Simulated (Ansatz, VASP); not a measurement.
ZrH6 in VASP and in Ansatz

```
CELL_PARAMETERS angstrom
1.94902 -2.52933 0.00000
1.94902 2.52933 0.00000
0.00000 0.00000 8.77673
ATOMIC_POSITIONS crystal
Zr 0.50000 0.50000 0.09251
H 0.66745 0.84215 0.28135
H 0.33255 0.15785 0.28135
H 0.84215 0.66745 0.28135
H 0.15785 0.33255 0.28135
H 0.09628 0.09628 0.60239
H 0.90372 0.90372 0.60239
```

Alike in both runs: task single point; functional PBE; k mesh 6 × 6 × 2; occupations gaussian, width 0.1 eV; collinear spin.

```csv
,VASP,Ansatz
version,VASP 6.6.1,Ansatz 0.2.0
potentials or method,"VASP PAW PBE potentials, release 64 (Zr_sv, H), cutoff 520 eV","scalar-relativistic, plane waves, PAW"
valence electrons in the cell,18,18
```

|  | VASP | Ansatz | Ansatz less VASP |
| --- | --- | --- | --- |
| gap on the k mesh at the Fermi level (eV) | none | none | - |
| pressure (GPa) | -0.1 | 0.1 | +0.13 |
| traceless stress, the component that is largest in VASP (GPa) | 0.22 | 0.22 | +0.002 |
| rms of the force components (eV/Å) | 0.007 | 0.003 | -0.0042 |
| net moment per atom (μB) | 0.00 | 0.00 | 0.000 |

Atom by atom the forces differ by 0.005 eV/Å (rms over components). A gap of «none» marks a metal or a gap that the smearing closes. The functional is the same, so the differences come from potentials, cutoffs and numerics. Ansatz's warnings: seeded moment not kept.
